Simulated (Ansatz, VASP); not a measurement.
## Two plane-wave programs on Ir

```
Ir
1.0
     2.75138    0.00000    0.00000
    -1.37569    2.38276    0.00000
     0.00000    0.00000    4.46229
Ir
2
Direct
  0.66667 0.33333 0.75000
  0.33333 0.66667 0.25000
```

Alike in both runs: task single point; functional r2SCAN; k mesh 14 × 14 × 8; occupations fermi-dirac, width 0.08 eV; no spin polarisation.

|  | VASP | Ansatz |
| --- | --- | --- |
| version | VASP 6.6.1 | Ansatz 0.2.0 |
| potentials or method | VASP PAW PBE potentials, release 64 (Ir) | PAW with Ansatz's default frozen-core files, scalar-relativistic |
| plane-wave cutoff (eV) | 520 | 500 |
| valence electrons in the cell | 18 | 34 |

|  | VASP | Ansatz | Ansatz less VASP |
| --- | --- | --- | --- |
| pressure (GPa) | -6.4 | -8.6 | -2.18 |
| traceless stress, the component that is largest in VASP (GPa) | -0.37 | -0.48 | -0.110 |

VASP's potentials were made for PBE, not for r2SCAN. VASP's potentials hold 18 valence electrons a cell and Ansatz's 34, so a difference there can come from the potentials and not from the codes.

Neither program's run includes spin-orbit coupling.
